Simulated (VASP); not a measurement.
# O (R-3m) in VASP: relaxation of shape and atoms at fixed volume with PBE+D3(BJ)

Aim: the relaxation of shape and atoms at fixed volume of O with PBE+D3(BJ).

Program: VASP 6.6.1. These are calculated values, not measurements. Logs are shortened: lines on timing, memory, paths and dates and some standing lists are left out, and cuts for length are marked.

### 1 The cell of the first run

It takes space group R-3m (No. 166, trigonal). The conventional cell has a = 3.586 Å, b = 3.586 Å, c = 11.945 Å, α = 90.00°, β = 90.00°, γ = 120.00°. O (site symmetry 3m) has 1 O at 1.23 Å within 1.6 Å.

### 2 Relaxation of shape and atoms at fixed volume, PBE+D3(BJ), collinear spin, ferromagnetic start (22.17 Å³/atom)

Contents of INCAR:

```
ALGO = Normal
EDIFF = 1E-7
EDIFFG = -0.01
ENCUT = 910
GGA = PE
GGA_COMPAT = F
IBRION = 2
ISIF = 4
ISMEAR = 0
ISPIN = 2
IVDW = 12
LASPH = T
LCHARG = F
LORBIT = 11
LREAL = F
LWAVE = F
MAGMOM = 0.61 0.61
NELM = 200
NELMIN = 4
NSW = 50
PREC = Accurate
SIGMA = 0.02
```

Contents of KPOINTS:

```
k-points
0
Gamma
  9 9 9
```

Contents of POSCAR:

```
O
1.0
    1.7929488092      1.0351594777      3.9816430246
   -1.7929488092      1.0351594777      3.9816430246
    0.0000000000     -2.0703189553      3.9816430246
O
2
Direct
    0.9484979349      0.9484979349      0.9484979349
    0.0515020651      0.0515020651      0.0515020651
```

Potentials or basis: VASP PAW PBE potentials, release 64 (O_h).

Run with:

```bash
> cat potpaw_PBE.64/O_h/POTCAR > POTCAR
> mpirun -np 1 vasp_std > vasp.out
```

OUTCAR:

```text
EDIFF = 1E-7
   EDIFFG = -0.01
   ENCUT = 910
   GGA = PE
   IBRION = 2
   ISIF = 4
   ISMEAR = 0
   ISPIN = 2
   IVDW = 12
   LASPH = T
   LORBIT = 11
   LREAL = F
   NELM = 200
   NELMIN = 4
   NSW = 50
   PREC = Accurate
 IVDW          = 12

 ion  position               nearest neighbor table
   1  0.948  0.948  0.948-   2 1.23
   2  0.052  0.052  0.052-   1 1.23

  LATTYP: Found a trigonal (rhomboedric) cell.
 ALAT       =     4.4877279053
 COS(alpha) =     0.6807633527

  Lattice vectors:

 A1 = (   1.7929488092,   1.0351594777,   3.9816430246)
 A2 = (  -1.7929488092,   1.0351594777,   3.9816430246)
 A3 = (   0.0000000000,  -2.0703189553,   3.9816430246)

Analysis of symmetry for initial positions (statically):
=====================================================================
 Subroutine PRICEL returns:
 Original cell was already a primitive cell.

 Routine SETGRP: Setting up the symmetry group for a
 trigonal (rhombohedral) supercell.

 Subroutine GETGRP returns: Found 12 space group operations
 (whereof 12 operations were pure point group operations)
 out of a pool of 12 trial point group operations.

The static configuration has the point symmetry D_3d.

Analysis of symmetry for dynamics (positions and initial velocities):
=====================================================================
 Subroutine PRICEL returns:
 Original cell was already a primitive cell.

 Routine SETGRP: Setting up the symmetry group for a
 trigonal (rhombohedral) supercell.

 Subroutine GETGRP returns: Found 12 space group operations
 (whereof 12 operations were pure point group operations)
 out of a pool of 12 trial point group operations.

The dynamic configuration has the point symmetry D_3d.

Analysis of structural, dynamic, and magnetic symmetry:
=====================================================================
 Subroutine PRICEL returns:
 Original cell was already a primitive cell.

 Routine SETGRP: Setting up the symmetry group for a
 trigonal (rhombohedral) supercell.

 Subroutine GETGRP returns: Found 12 space group operations
 (whereof 12 operations were pure point group operations)
 out of a pool of 12 trial point group operations.

The overall configuration has the point symmetry D_3d.

 Subroutine INISYM returns: Found 12 space group operations
 (whereof 12 operations are pure point group operations),
 and found     1 'primitive' translations

----------------------------------------------------------------------------------------

                                     Primitive cell

  volume of cell :      44.3393

  direct lattice vectors                    reciprocal lattice vectors
     1.792948809  1.035159478  3.981643025     0.278870204  0.161005787  0.083717534
    -1.792948809  1.035159478  3.981643025    -0.278870204  0.161005787  0.083717534
     0.000000000 -2.070318955  3.981643025     0.000000000 -0.322011575  0.083717534

  length of vectors
     4.487727905  4.487727905  4.487727905     0.332716215  0.332716215  0.332716215

  position of ions in fractional coordinates (direct lattice)
     0.948497935  0.948497935  0.948497935
     0.051502065  0.051502065  0.051502065

  ion indices of the primitive-cell ions
   primitive index   ion index
                 1           1
                 2           2

----------------------------------------------------------------------------------------

 KPOINTS: k-points

Automatic generation of k-mesh.
 Grid dimensions read from file:
 generate k-points for:    9    9    9

 Generating k-lattice:

  Cartesian coordinates                     Fractional coordinates (reciprocal lattice)
     0.030985578  0.017889532  0.009301948     0.111111111  0.000000000  0.000000000
    -0.030985578  0.017889532  0.009301948     0.000000000  0.111111111  0.000000000
     0.000000000 -0.035779064  0.009301948     0.000000000  0.000000000  0.111111111

  Length of vectors
     0.036968468  0.036968468  0.036968468

  Shift w.r.t. Gamma in fractional coordinates (k-lattice)
     0.000000000  0.000000000  0.000000000

 Subroutine IBZKPT returns following result:
 ===========================================

 Found     85 irreducible k-points:

 Following reciprocal coordinates:
            Coordinates               Weight
  0.000000  0.000000  0.000000      1.000000
  0.111111  0.000000 -0.000000      6.000000
  0.222222  0.000000 -0.000000      6.000000
  0.333333 -0.000000 -0.000000      6.000000
  0.444444  0.000000 -0.000000      6.000000
  0.111111  0.111111 -0.000000      6.000000
[... 16 lines left out ...]
 -0.333333  0.333333  0.000000      6.000000
  0.444444  0.444444 -0.000000      6.000000
 [... further k-points ...]
   k-points           NKPTS =     85   k-points in BZ     NKDIM =     85   number of bands    NBANDS=     11
   number of dos      NEDOS =    301   number of ions     NIONS =      2
   total plane-waves  NPLWV = 110592
   dimension x,y,z NGX =    48 NGY =   48 NGZ =   48
   dimension x,y,z NGXF=    96 NGYF=   96 NGZF=   96
   ions per type =               2
   NGX,Y,Z   is equivalent  to a cutoff of  17.78, 17.78, 17.78 a.u.
   NGXF,Y,Z  is equivalent  to a cutoff of  35.56, 35.56, 35.56 a.u.
 SYSTEM =  unknown system
   PREC   = accura    normal or accurate (medium, high low for compatibility)
   ISTART =      0    job   : 0-new  1-cont  2-samecut
   ICHARG =      2    charge: 1-file 2-atom 10-const
   ISPIN  =      2    spin polarized calculation?
   LNONCOLLINEAR =      F non collinear calculations
   LSORBIT =      F    spin-orbit coupling
   LASPH  =      T    aspherical Exc in radial PAW
   ENCUT  =  910.0 eV  66.88 Ry    8.18 a.u.  11.04 11.04 11.04*2*pi/ulx,y,z
   NELM   =    200;   NELMIN=  4; NELMDL= -5     # of ELM steps
   EDIFF  = 0.1E-06   stopping-criterion for ELM
   LREAL  =      F    real-space projection
   EDIFFG = -.1E-01   stopping-criterion for IOM
   NSW    =     50    number of steps for IOM
   IBRION =      2    ionic relax: 0-MD 1-quasi-New 2-CG
   NFREE  =      1    steps in history (QN), initial steepest desc. (CG)
   ISIF   =      4    stress and relaxation
   ISYM   =      2    0-nonsym 1-usesym 2-fastsym
   POTIM  = 0.5000    time-step for ionic-motion
   TEBEG  =    0.0;   TEEND  =   0.0 temperature during run
   PSTRESS=    0.0 pullay stress
   NELECT =      12.0000    total number of electrons
   NUPDOWN=      -1.0000    fix difference up-down
   EMIN   =  10.00;   EMAX   =-10.00  energy-range for DOS
   EFERMI =   0.00;   METHOD = LEGACY
   ISMEAR =     0;   SIGMA  =   0.02  broadening in eV -4-tet -1-fermi 0-gaus
   EFERMI_NEDOS =   21; number of points for ismear=-14 and -15
   IALGO  =     38    algorithm
   IMIX   =      4    mixing-type and parameters
     AMIX     =   0.40;   BMIX     =  1.00
     AMIX_MAG =   1.60;   BMIX_MAG =  1.00
  volume/ion in A,a.u.               =      22.17       149.61
  Fermi-wavevector in a.u.,A,eV,Ry     =   1.058942  2.001111 15.257016  1.121359
  Thomas-Fermi vector in A             =   2.194270
   LORBIT       =     11    0 simple, 1 ext, 2 COOP (PROOUT), +10 PAW based schemes
   GGA     = PE    functional components
   LHFCALC =     F    Hartree Fock is set to
   AEXX    =    0.0000 exact exchange contribution
   IVDW    =    12    specifies the selected vdW correction
   LEPSILON=     F    determine dielectric tensor
   LRPA    =     F    only Hartree local field effects (RPA)
 conjugate gradient relaxation of ions
 spin polarized calculation
 Gauss-broadening in eV      SIGMA  =   0.02
  energy-cutoff  :      910.00
  volume of cell :       44.34
 maximum number of plane-waves:      2780
 NGX is ok and might be reduce to    48
   NGX = 23   NGY = 23   NGZ = 23

--------------------------------------- Ionic step        1  -------------------------------------------

 number of electron      11.9999999 magnetization       2.0000017

 Free energy of the ion-electron system (eV)
  ---------------------------------------------------
  ext. energy  EPLUGINS =         0.00000000
  ---------------------------------------------------
  free energy    TOTEN  =       -10.05855163 eV

  energy without entropy =      -10.05855163  energy(sigma->0) =      -10.05855163

------------------------ aborting loop because EDIFF is reached ----------------------------------------

 Edisp (eV)   -0.06660

 E8    (eV) :    -0.0152

  FORCE on cell =-STRESS in cart. coord.  units (eV):
  Direction    XX          YY          ZZ          XY          YZ          ZX
  --------------------------------------------------------------------------------------
  -------------------------------------------------------------------------------------
  Total      -0.13784    -0.13784    -1.06183     0.00000    -0.00000     0.00000
  in kB      -4.98071    -4.98071   -38.36868     0.00000    -0.00000     0.00000
  external pressure =      -16.11 kB  Pullay stress =        0.00 kB
[... 101 lines left out ...]
  energy  without entropy=      -10.1292620566  energy(sigma->0) =      -10.12926206

--------------------------------------- Ionic step        4  -------------------------------------------

 number of electron      12.0000000 magnetization       1.9999999

 Free energy of the ion-electron system (eV)
  ---------------------------------------------------
  ext. energy  EPLUGINS =         0.00000000
  ---------------------------------------------------
  free energy    TOTEN  =       -10.06273745 eV

  energy without entropy =      -10.06273745  energy(sigma->0) =      -10.06273745

 E-fermi :  -2.9613     XC(G=0):  -6.4113

 val. band max:       -3.0629773647   @ k =   0.4444   0.4444   0.4444
 cond. band min:      -1.4101204412   @ k =   0.4444   0.4444  -0.0000
 fundamental gap:      1.6528569235
 Fermi energy:        -2.9613161682

 spin component 1

 k-point     1 :       0.0000    0.0000    0.0000
  band No.  band energies     occupation
      1     -29.1460      1.00000
      2     -16.9773      1.00000
      3     -10.2580      1.00000
      4      -9.6005      1.00000
      5      -9.6005      1.00000
      6      -3.1497      1.00000
      7      -3.1497      1.00000
      8       3.1774      0.00000
      9       7.7408      0.00000
     10       9.7146      0.00000
     11      11.5203      0.00000
[... 309 lines left out ...]
 k-point    24 :       0.4444    0.4444   -0.0000
  band No.  band energies     occupation
      1     -29.1010      1.00000
      2     -17.0330      1.00000
      3     -10.0798      1.00000
      4      -9.7920      1.00000
      5      -9.7460      1.00000
      6      -3.6017      1.00000
      7      -3.1042      1.00000
      8       5.6095      0.00000
      9       7.1929      0.00000
     10       8.5979      0.00000
     11       9.0144      0.00000

 [... further k-points ...]

 spin component 2

 k-point     1 :       0.0000    0.0000    0.0000
  band No.  band energies     occupation
      1     -27.9591      1.00000
      2     -15.1629      1.00000
      3      -9.4158      1.00000
      4      -7.6696      1.00000
      5      -7.6696      1.00000
      6      -0.7699      0.00000
      7      -0.7699      0.00000
      8       3.5361      0.00000
      9       8.7604      0.00000
     10       9.7512      0.00000
     11      12.0788      0.00000
[... 355 lines left out ...]
  FREE ENERGIE OF THE ION-ELECTRON SYSTEM (eV)
  ---------------------------------------------------
  free  energy   TOTEN  =       -10.1292712213 eV

  energy  without entropy=      -10.1292712213  energy(sigma->0) =      -10.12927122

 reached required accuracy - stopping structural energy minimisation

 total charge

# of ion       s       p       d       tot
------------------------------------------
    1        1.090   2.218   0.000   3.309
    2        1.090   2.218   0.000   3.309
--------------------------------------------------
tot          2.181   4.436   0.000   6.617

 magnetization (x)

# of ion       s       p       d       tot
------------------------------------------
    1        0.014   0.608   0.000   0.622
    2        0.014   0.608   0.000   0.622
--------------------------------------------------
tot          0.027   1.216   0.000   1.243
```

Wall time 4.9 min (1 thread of Intel Xeon 6975P-C (Granite Rapids), shared host); peak memory 0.47 GiB.

Results:

```yaml
Free_energy: -10.1293 eV
Energy_gained_by_relaxing: 2.1 meV/atom
Ionic_steps: 4
Pressure_after_relaxing: -0.5 GPa
Largest_force_after_relaxing: 0.008 eV/Å
Band_gap_on_the_k_mesh: 1.65 eV (least direct gap 1.69 eV)
Net_moment: 2.00 μB per cell
Site_moments: O +0.62 μB
Valence_electrons_inside_the_program's_atomic_spheres: O 3.31
Dispersion_energy_per_atom: -0.033 eV
```

Forces in eV/Å, atoms in the order of the input:
```
O    0.000  0.000  0.008
O    0.000  0.000 -0.008
```

The path:
```csv
step,energy change (eV),largest force (eV/Å),pressure (GPa),volume (Å³)
1,0.0000,0.7442,-1.61,44.34
2,0.2571,7.3484,9.54,44.34
3,-0.0041,0.0367,-0.57,44.34
4,-0.0041,0.0085,-0.53,44.34
```

Final structure:
```yaml
crystal:
  lattice:
    - [1.79469, 1.03616, 3.97393]
    - [-1.79469, 1.03616, 3.97393]
    - [0.00000, -2.07233, 3.97393]
  atoms:
    - { symbol: O, position: [0.94885, 0.94885, 0.94885] }
    - { symbol: O, position: [0.05115, 0.05115, 0.05115] }
```

Levels at points of the mesh, in eV from the valence-band top:
Spin up:
```
           k point  band 4  band 5  band 6  band 7  band 8  band 9  band 10  band 11
(0.00, 0.00, 0.00)   -6.54   -6.54   -0.09   -0.09    6.24   10.80    12.78    14.58
```
Spin down:
| k point | band 1 | band 2 | band 3 | band 4 | band 5 | band 6 | band 7 | band 8 | band 9 | band 10 |
| --- | --- | --- | --- | --- | --- | --- | --- | --- | --- | --- |
| (0.00, 0.00, 0.00) | -24.90 | -12.10 | -6.35 | -4.61 | -4.61 | 2.29 | 2.29 | 6.60 | 11.82 | 12.81 |

Caveat: the cutoff is under 1.25 times the usual one of these potentials, so pressure, stress and relaxed cells hold a basis-set (Pulay) error; an odd mesh through Γ misses points on the zone boundary, where band edges can lie.
